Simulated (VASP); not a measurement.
# InGaO (P4/mmm) in VASP: a series of runs

The runs below take InGaO through single point, relaxation of cell and atoms, with PBE.

All numbers are computed with VASP 6.6.1; they aren't measurements. Logs are shortened: lines on timing, memory, paths and dates and some standing lists are left out, and cuts for length are marked.

### 1 The cell of the first run

The structure is tetragonal, space group P4/mmm (No. 123). The conventional cell has a = 4.170 Å, b = 4.170 Å, c = 3.146 Å, α = 90.00°, β = 90.00°, γ = 90.00°. In (site symmetry 4/mmm) has 2 O at 1.57 Å within 2.1 Å. Ga (site symmetry 4/mmm) has 4 In at 2.95 Å and 2 Ga at 3.15 Å and 8 O at 3.34 Å within 3.9 Å. O (site symmetry 4/mmm) has 2 In at 1.57 Å within 2.1 Å.

The cell was generated, and may not be a known phase.

### 2 Single point, PBE

Contents of INCAR:

```
PREC = Accurate
ENCUT = 520
EDIFF = 1E-6
ISMEAR = 0
SIGMA = 0.1
LREAL = F
LASPH = T
NELM = 100
ALGO = Normal
ISIF = 2
LWAVE = F
LCHARG = T
GGA = PE
LELF = T
LVHAR = T
NBANDS = 23
```

Contents of KPOINTS:

```
regular mesh
0
Gamma
  4 4 6
```

Contents of POSCAR:

```
InGaO
1.0
    4.1697775900      0.0000000000      0.0000000000
    0.0000000000      4.1697775900      0.0000000000
    0.0000000000      0.0000000000      3.1464325100
In Ga O
1 1 1
Direct
    0.0000000000      0.0000000000      0.5000000000
    0.5000000000      0.5000000000      0.5000000000
    0.0000000000      0.0000000000      0.0000000000
```

Potentials or basis: VASP PAW PBE potentials, release 64 (In_d, Ga_d, O).

Launch:

```sh
$ cat potpaw_PBE.64/In_d/POTCAR potpaw_PBE.64/Ga_d/POTCAR potpaw_PBE.64/O/POTCAR > POTCAR
$ mpirun -np 1 vasp_std > vasp.out
```

OUTCAR:

```text
PREC = Accurate
   ENCUT = 520
   EDIFF = 1E-6
   ISMEAR = 0
   LREAL = F
   LASPH = T
   NELM = 100
   ISIF = 2
   GGA = PE

 ion  position               nearest neighbor table
   1  0.000  0.000  0.500-   3 1.57   3 1.57   2 2.95   2 2.95   2 2.95   2 2.95
   2  0.500  0.500  0.500-   1 2.95   1 2.95   1 2.95   1 2.95
   3  0.000  0.000  0.000-   1 1.57   1 1.57

  LATTYP: Found a simple tetragonal cell.
 ALAT       =     4.1697775900
 C/A-ratio  =     0.7545804164

  Lattice vectors:

 A1 = (   4.1697775900,   0.0000000000,   0.0000000000)
 A2 = (   0.0000000000,   4.1697775900,   0.0000000000)
 A3 = (   0.0000000000,   0.0000000000,   3.1464325100)

Analysis of symmetry for initial positions (statically):
=====================================================================
 Subroutine PRICEL returns:
 Original cell was already a primitive cell.

 Routine SETGRP: Setting up the symmetry group for a
 simple tetragonal supercell.

 Subroutine GETGRP returns: Found 16 space group operations
 (whereof 16 operations were pure point group operations)
 out of a pool of 16 trial point group operations.

The static configuration has the point symmetry D_4h.

Analysis of symmetry for dynamics (positions and initial velocities):
=====================================================================
 Subroutine PRICEL returns:
 Original cell was already a primitive cell.

 Routine SETGRP: Setting up the symmetry group for a
 simple tetragonal supercell.

 Subroutine GETGRP returns: Found 16 space group operations
 (whereof 16 operations were pure point group operations)
 out of a pool of 16 trial point group operations.

The dynamic configuration has the point symmetry D_4h.

 Subroutine INISYM returns: Found 16 space group operations
 (whereof 16 operations are pure point group operations),
 and found     1 'primitive' translations

----------------------------------------------------------------------------------------

                                     Primitive cell

  volume of cell :      54.7072

  direct lattice vectors                    reciprocal lattice vectors
     4.169777590  0.000000000  0.000000000     0.239820945  0.000000000  0.000000000
     0.000000000  4.169777590  0.000000000     0.000000000  0.239820945  0.000000000
     0.000000000  0.000000000  3.146432510     0.000000000  0.000000000  0.317820261

  length of vectors
     4.169777590  4.169777590  3.146432510     0.239820945  0.239820945  0.317820261

  position of ions in fractional coordinates (direct lattice)
     0.000000000  0.000000000  0.500000000
     0.500000000  0.500000000  0.500000000
     0.000000000  0.000000000  0.000000000

  ion indices of the primitive-cell ions
   primitive index   ion index
                 1           1
                 2           2
                 3           3

----------------------------------------------------------------------------------------

 KPOINTS: regular mesh

Automatic generation of k-mesh.
 Grid dimensions read from file:
 generate k-points for:    4    4    6

 Generating k-lattice:

  Cartesian coordinates                     Fractional coordinates (reciprocal lattice)
     0.059955236  0.000000000  0.000000000     0.250000000  0.000000000  0.000000000
     0.000000000  0.059955236  0.000000000     0.000000000  0.250000000  0.000000000
     0.000000000  0.000000000  0.052970043     0.000000000  0.000000000  0.166666667

  Length of vectors
     0.059955236  0.059955236  0.052970043

  Shift w.r.t. Gamma in fractional coordinates (k-lattice)
     0.000000000  0.000000000  0.000000000

 Subroutine IBZKPT returns following result:
 ===========================================

 Found     24 irreducible k-points:

 Following reciprocal coordinates:
            Coordinates               Weight
  0.000000  0.000000  0.000000      1.000000
  0.250000  0.000000  0.000000      4.000000
  0.500000  0.000000  0.000000      2.000000
  0.250000  0.250000  0.000000      4.000000
  0.500000  0.250000  0.000000      4.000000
  0.500000  0.500000  0.000000      1.000000
[... 16 lines left out ...]
  0.500000  0.250000  0.500000      4.000000
  0.500000  0.500000  0.500000      1.000000
   k-points           NKPTS =     24   k-points in BZ     NKDIM =     24   number of bands    NBANDS=     23
   number of dos      NEDOS =    301   number of ions     NIONS =      3
   total plane-waves  NPLWV =  24576
   dimension x,y,z NGX =    32 NGY =   32 NGZ =   24
   dimension x,y,z NGXF=    64 NGYF=   64 NGZF=   48
   ions per type =               1   1   1
   NGX,Y,Z   is equivalent  to a cutoff of  12.76, 12.76, 12.68 a.u.
   NGXF,Y,Z  is equivalent  to a cutoff of  25.52, 25.52, 25.36 a.u.
 SYSTEM =  unknown system
   PREC   = accura    normal or accurate (medium, high low for compatibility)
   ISTART =      0    job   : 0-new  1-cont  2-samecut
   ICHARG =      2    charge: 1-file 2-atom 10-const
   ISPIN  =      1    spin polarized calculation?
[... 35 lines left out ...]
   LRPA    =     F    only Hartree local field effects (RPA)
 non-spin polarized calculation
 Gauss-broadening in eV      SIGMA  =   0.10
  energy-cutoff  :      520.00
  volume of cell :       54.71
 maximum number of plane-waves:      1483
 NGX is ok and might be reduce to    32
   NGX = 15   NGY = 15   NGZ = 11

 number of electron      31.9999993 magnetization

 Free energy of the ion-electron system (eV)
  ---------------------------------------------------
  ext. energy  EPLUGINS =         0.00000000
  ---------------------------------------------------
  free energy    TOTEN  =        -4.09839101 eV

  energy without entropy =       -4.07711557  energy(sigma->0) =       -4.08775329

 E-fermi :   6.0545     XC(G=0): -10.1618

 val. band max:        6.0306276088   @ k =   0.5000   0.2500   0.0000
 cond. band min:       6.1030885888   @ k =   0.5000   0.2500   0.3333
 fundamental gap:      0.0724609800
 Fermi energy:         6.0544754972

 k-point     1 :       0.0000    0.0000    0.0000
  band No.  band energies     occupation
      1     -18.8140      2.00000
      2      -9.3780      2.00000
      3      -9.2692      2.00000
      4      -9.2692      2.00000
      5      -9.2486      2.00000
      6      -8.9970      2.00000
[... 15 lines left out ...]
     22      16.0186      0.00000
     23      16.0186      0.00000

 k-point     2 :       0.2500    0.0000    0.0000
  band No.  band energies     occupation
      1     -18.8106      2.00000
      2      -9.3051      2.00000
      3      -9.2689      2.00000
      4      -9.2638      2.00000
      5      -9.1936      2.00000
      6      -8.9881      2.00000
[... 15 lines left out ...]
     22      14.2270      0.00000
     23      16.7137      0.00000

 k-point     3 :       0.5000    0.0000    0.0000
  band No.  band energies     occupation
      1     -18.8073      2.00000
      2      -9.2685      2.00000
      3      -9.2582      2.00000
      4      -9.1856      2.00000
      5      -9.1217      2.00000
      6      -8.9801      2.00000
[... 15 lines left out ...]
     22      16.5207      0.00000
     23      17.9563      0.00000

 k-point     4 :       0.2500    0.2500    0.0000
  band No.  band energies     occupation
      1     -18.8074      2.00000
      2      -9.2854      2.00000
      3      -9.2759      2.00000
      4      -9.2635      2.00000
      5      -9.1508      2.00000
      6      -8.9724      2.00000
[... 15 lines left out ...]
     22      16.8077      0.00000
     23      16.9313      0.00000

 k-point     5 :       0.5000    0.2500    0.0000
  band No.  band energies     occupation
      1     -18.8044      2.00000
      2      -9.2758      2.00000
      3      -9.2708      2.00000
      4      -9.2537      2.00000
      5      -9.0998      2.00000
      6      -8.9540      2.00000
[... 434 lines left out ...]
 k-point    22 :       0.2500    0.2500    0.5000
  band No.  band energies     occupation
      1     -15.1353      2.00000
      2     -13.1109      2.00000
      3     -10.2160      2.00000
      4     -10.2089      2.00000
      5      -9.2532      2.00000
      6      -9.1207      2.00000
[... 15 lines left out ...]
     22      15.8831      0.00000
     23      16.3438      0.00000

 k-point    23 :       0.5000    0.2500    0.5000
  band No.  band energies     occupation
      1     -15.1285      2.00000
      2     -13.1103      2.00000
      3     -10.2286      2.00000
      4     -10.2114      2.00000
      5      -9.2198      2.00000
      6      -9.0727      2.00000
[... 15 lines left out ...]
     22      15.1508      0.00000
     23      17.1703      0.00000

 k-point    24 :       0.5000    0.5000    0.5000
  band No.  band energies     occupation
      1     -15.1217      2.00000
      2     -13.1100      2.00000
      3     -10.2312      2.00000
      4     -10.2312      2.00000
      5      -9.2719      2.00000
      6      -9.0544      2.00000
[... 15 lines left out ...]
     22      15.2126      0.00000
     23      18.3821      0.00000

------------------------ aborting loop because EDIFF is reached ----------------------------------------

  FORCE on cell =-STRESS in cart. coord.  units (eV):
  Direction    XX          YY          ZZ          XY          YZ          ZX
  --------------------------------------------------------------------------------------
  -------------------------------------------------------------------------------------
  Total        3.0275210      3.0275210     61.2828663      0.0000000      0.0000000      0.0000000
  in kB       88.6652709     88.6652709   1794.7561463      0.0000000      0.0000000      0.0000000
  external PRESSURE =     657.3622294 kB  Pullay stress =       0.0000000 kB

 VOLUME and BASIS-vectors are now :
 -----------------------------------------------------------------------------
  energy-cutoff  :      520.00
  volume of cell :       54.71
      direct lattice vectors                 reciprocal lattice vectors
     4.169777590  0.000000000  0.000000000     0.239820945  0.000000000  0.000000000
     0.000000000  4.169777590  0.000000000     0.000000000  0.239820945  0.000000000
     0.000000000  0.000000000  3.146432510     0.000000000  0.000000000  0.317820261

 POSITION                                       TOTAL-FORCE (eV/Angst)
 -----------------------------------------------------------------------------------
      0.00000      0.00000      1.57322         0.000000      0.000000      0.000000
      2.08489      2.08489      1.57322         0.000000      0.000000      0.000000
      0.00000      0.00000      0.00000         0.000000      0.000000      0.000000
 -----------------------------------------------------------------------------------
    total drift:                                0.000000     -0.000000     -0.000000

  FREE ENERGIE OF THE ION-ELECTRON SYSTEM (eV)
  ---------------------------------------------------
  free  energy   TOTEN  =        -4.0983910118 eV

  energy  without entropy=       -4.0771155684  energy(sigma->0) =       -4.08775329
```

Wall time 23 s (1 thread of Intel Xeon Platinum 8259CL at 2.50GHz (Skylake/Cascade Lake), shared host); peak memory 0.18 GiB.

Results:

| Property | Result |
| --- | --- |
| Free energy | -4.0984 eV |
| Pressure | 65.7 GPa |
| Band gap on the k mesh | zero (bands 16 and 17 overlap by 2.86 eV) |

Stress tensor (GPa, compression positive):
```
  8.87   0.00   0.00
  0.00   8.87   0.00
  0.00   0.00 179.48
```

Caveat: the k points lie up to 0.38 Å⁻¹ apart, too coarse for converged energies and pressures of a metal; spin-orbit coupling is left out, which moves the levels of the heavy elements.

### 3 Single point, PBE

This run uses another cell than the first one, of 23.52 Å³/atom.

Contents of INCAR:

```
ALGO = Normal ; EDIFF = 1E-6
ENCUT = 520 ; GGA = PE
ISIF = 2 ; ISMEAR = 0
LASPH = T ; LCHARG = T
LELF = T ; LREAL = F
LVHAR = T ; LWAVE = F
NBANDS = 23 ; NELM = 80
PREC = Accurate ; SIGMA = 0.1
```

Contents of KPOINTS:

```
k-points
0
Gamma
  4 4 6
```

Contents of POSCAR:

```
InGaO
1.0
    4.1221471860      0.0000000000      0.0000000000
    0.0000000000      4.1221471860      0.0000000000
    0.0000000000      0.0000000000      4.1519312379
In Ga O
1 1 1
Direct
    0.0000000000      0.0000000000      0.5000000000
    0.5000000000      0.5000000000      0.5000000000
    0.0000000000      0.0000000000      0.0000000000
```

Potentials or basis: VASP PAW PBE potentials, release 64 (In_d, Ga_d, O).

Launch:

```sh
$ cat potpaw_PBE.64/In_d/POTCAR potpaw_PBE.64/Ga_d/POTCAR potpaw_PBE.64/O/POTCAR > POTCAR
$ mpirun -np 1 vasp_std > vasp.out
```

Run time: 31 s. Hardware: 1 thread of Intel Xeon Platinum 8259CL at 2.50GHz (Skylake/Cascade Lake), shared host; peak memory 0.19 GiB.

Results (log left out):

| Property | Result |
| --- | --- |
| Free energy | -10.7833 eV |
| Pressure | 0.1 GPa |
| Band gap on the k mesh | zero (bands 16 and 17 overlap by 3.41 eV) |

Stress tensor (GPa, compression positive):
```
-0.06  0.00  0.00
 0.00 -0.06  0.00
 0.00  0.00  0.42
```

Levels at points of the mesh, in eV from the Fermi level:
```csv
k point,band 12,band 13,band 14,band 15,band 16,band 17,band 18,band 19,band 20,band 21
"(0.00, 0.00, 0.00)",-7.17,-4.49,-2.50,-2.50,1.23,1.56,1.56,2.87,5.12,6.62
"(0.50, 0.00, 0.00)",-6.56,-4.37,-3.86,-2.24,-1.86,2.86,3.25,4.73,5.12,5.43
"(0.50, 0.50, 0.00)",-4.86,-4.31,-3.75,-3.75,-1.45,-0.23,-0.23,3.84,8.68,8.93
"(0.00, 0.00, 0.50)",-8.34,-2.74,-1.74,-1.74,-0.37,0.90,0.90,4.12,6.05,8.87
"(0.50, 0.00, 0.50)",-6.66,-5.87,-2.51,-1.69,0.32,1.53,3.28,4.14,4.36,4.68
"(0.50, 0.50, 0.50)",-5.76,-4.37,-2.12,-2.12,-1.97,-1.97,1.08,2.86,7.00,7.00
```

Caveat: the k points lie up to 0.38 Å⁻¹ apart, too coarse for converged energies and pressures of a metal; spin-orbit coupling is left out, which moves the levels of the heavy elements.

### 4 Relaxation of cell and atoms, PBE

Contents of INCAR:

```
SYSTEM = InGaO
ALGO = Normal ; EDIFF = 1E-7
EDIFFG = -0.04 ; ENCUT = 600
GGA = PE ; IBRION = 2
ISIF = 3 ; ISMEAR = 0
LASPH = .TRUE. ; LCHARG = .FALSE.
LREAL = .FALSE. ; LWAVE = .FALSE.
NELM = 60 ; NSW = 90
PREC = Accurate ; SIGMA = 0.1
```

Contents of KPOINTS:

```
k-points
0
G
  4 4 6
  0 0 0
```

Contents of POSCAR:

```
InGaO
1.0
    4.1697775900      0.0000000000      0.0000000000
    0.0000000000      4.1697775900      0.0000000000
    0.0000000000      0.0000000000      3.1464325100
In Ga O
1 1 1
Direct
    0.0000000000      0.0000000000      0.5000000000
    0.5000000000      0.5000000000      0.5000000000
    0.0000000000      0.0000000000      0.0000000000
```

Launch:

```sh
$ cat potpaw_PBE.64/In_d/POTCAR potpaw_PBE.64/Ga_d/POTCAR potpaw_PBE.64/O/POTCAR > POTCAR
$ mpirun -np 1 vasp_std > vasp.out
```

It took 4.6 min on 1 thread of Intel Xeon Platinum 8259CL at 2.50GHz (Skylake/Cascade Lake), shared host; peak memory 0.21 GiB.

The run converged. Its results:

- Free energy: -10.7439 eV
- Relaxed volume: 23.37 Å³/atom
- Relaxed cell: a = 4.117 Å, b = 4.117 Å, c = 4.137 Å, α = 90.00°, β = 90.00°, γ = 90.00°
- Space group after relaxing (to 0.1 Å): P4/mmm (No. 123)
- Energy gained by relaxing: 2213.6 meV/atom
- Ionic steps: 11
- Pressure after relaxing: 0.0 GPa
- Band gap on the k mesh: zero (bands 16 and 17 overlap by 3.42 eV)

Step by step:
```
step  energy change (eV)  largest force (eV/Å)  pressure (GPa)  volume (Å³)
   1              0.0000                0.0000           65.62        54.71
   2              0.4631                0.0000          -18.81       119.27
   3             -6.2340                0.0000           -7.09        81.27
   4             -6.4811                0.0000           -5.12        78.02
   5             -6.6062                0.0000            0.22        72.78
   6             -6.6163                0.0000           -1.32        74.03
   7             -6.6162                0.0000           -0.85        73.63
   8             -6.6314                0.0000           -0.44        72.08
   9             -6.6402                0.0000            0.29        69.89
  10             -6.6400                0.0000           -0.37        70.36
  11             -6.6407                0.0000           -0.01        70.10
```

Final structure:
```
In Ga O
1.0
     4.11653    0.00000    0.00000
     0.00000    4.11653    0.00000
     0.00000    0.00000    4.13680
In Ga O
1 1 1
Direct
  0.00000 0.00000 0.50000
  0.50000 0.50000 0.50000
  0.00000 0.00000 0.00000
```

Levels at points of the mesh, in eV from the Fermi level:
```csv
k point,band 14,band 15,band 16,band 17,band 18,band 19
"(0.00, 0.00, 0.00)",-2.54,-2.54,1.27,1.57,1.57,2.89
"(0.50, 0.00, 0.00)",-3.85,-2.28,-1.89,2.86,3.27,4.74
"(0.50, 0.50, 0.00)",-3.79,-3.79,-1.41,-0.24,-0.24,3.86
"(0.00, 0.00, 0.50)",-1.77,-1.77,-0.39,0.90,0.90,4.20
"(0.50, 0.00, 0.50)",-2.54,-1.72,0.35,1.52,3.30,4.15
"(0.50, 0.50, 0.50)",-2.15,-2.15,-1.98,-1.98,1.06,2.93
```

Caveat: the k points lie up to 0.38 Å⁻¹ apart in the final cell, too coarse for converged energies and pressures of a metal; the volume moved by over 15 % at a fixed basis, so the end points are rough; spin-orbit coupling is left out, which moves the levels of the heavy elements.

### 5 Single point, PBE

This run uses another cell than the first one, of 23.45 Å³/atom.

Contents of INCAR:

```
PREC = Accurate
ENCUT = 520
EDIFF = 1E-7
ISMEAR = 0
SIGMA = 0.1
LREAL = F
LASPH = T
NELM = 100
ALGO = Normal
ISIF = 2
LWAVE = F
LCHARG = T
GGA = PE
LELF = T
LVHAR = T
NBANDS = 23
```

Contents of KPOINTS:

```
Automatic mesh
0
Gamma
  12 12 12
```

Contents of POSCAR:

```
InGaO
1.0
    4.1201665443      0.0000000000      0.0000000000
    0.0000000000      4.1201665443      0.0000000000
    0.0000000000      0.0000000000      4.1439557589
In Ga O
1 1 1
Direct
    0.0000000000      0.0000000000      0.5000000000
    0.5000000000      0.5000000000      0.5000000000
    0.0000000000      0.0000000000      0.0000000000
```

Launch:

```sh
$ cat potpaw_PBE.64/In_d/POTCAR potpaw_PBE.64/Ga_d/POTCAR potpaw_PBE.64/O/POTCAR > POTCAR
$ mpirun -np 1 vasp_std > vasp.out
```

It took 3.3 min on 1 thread of Intel Xeon Platinum 8259CL at 2.50GHz (Skylake/Cascade Lake), shared host; peak memory 0.43 GiB.

Results (log left out):

* Free energy: -10.7776 eV
* Pressure: 0.1 GPa
* Band gap on the k mesh: zero (bands 16 and 17 overlap by 3.42 eV)

Stress tensor (GPa, compression positive):
```
-0.03  0.00  0.00
 0.00 -0.03  0.00
 0.00  0.00  0.39
```

Levels at points of the mesh, in eV from the Fermi level:
```
           k point  band 12  band 13  band 14  band 15  band 16  band 17  band 18  band 19  band 20  band 21
(0.00, 0.00, 0.00)    -7.12    -4.47    -2.47    -2.47     1.29     1.61     1.61     2.93     5.16     6.69
(0.50, 0.00, 0.00)    -6.52    -4.35    -3.82    -2.21    -1.82     2.91     3.31     4.77     5.17     5.48
(0.50, 0.50, 0.00)    -4.81    -4.29    -3.72    -3.72    -1.40    -0.18    -0.18     3.90     8.74     9.00
(0.00, 0.00, 0.50)    -8.31    -2.70    -1.70    -1.70    -0.33     0.94     0.94     4.20     6.10     8.91
(0.50, 0.00, 0.50)    -6.64    -5.82    -2.47    -1.65     0.37     1.58     3.34     4.18     4.41     4.73
(0.50, 0.50, 0.50)    -5.75    -4.31    -2.08    -2.08    -1.94    -1.94     1.12     2.93     7.05     7.05
```

Caveat: spin-orbit coupling is left out, which moves the levels of the heavy elements.

### 6 Summary

```tsv
task	cell	k mesh	cutoff (eV)	gap on the mesh (eV)	pressure (GPa)
single point	a = 4.170, b = 4.170, c = 3.146 Å, 3 atoms	4 × 4 × 6	520	none	65.7
single point	a = 4.122, b = 4.122, c = 4.152 Å, 3 atoms	4 × 4 × 6	520	none	0.1
relaxation of cell and atoms	relaxed from a = 4.170, b = 4.170, c = 3.146 Å, 3 atoms	4 × 4 × 6	600	none	0.0
single point	a = 4.120, b = 4.120, c = 4.144 Å, 3 atoms	12 × 12 × 12	520	none	0.1
```

Alike in all rows: level PBE; potentials or basis VASP PAW PBE potentials, release 64 (In_d, Ga_d, O); no spin polarisation; smearing gaussian 0.1 eV.

Caveats: some runs use coarse meshes; spin-orbit coupling is left out, which moves the levels of the heavy elements; the volume moved by over 15 % at a fixed basis, so the end points are rough (at least some runs).

Absolute energies hang on the potentials; compare differences alone.

The gap in the log of VASP goes by the Fermi energy; the results here count the filled bands.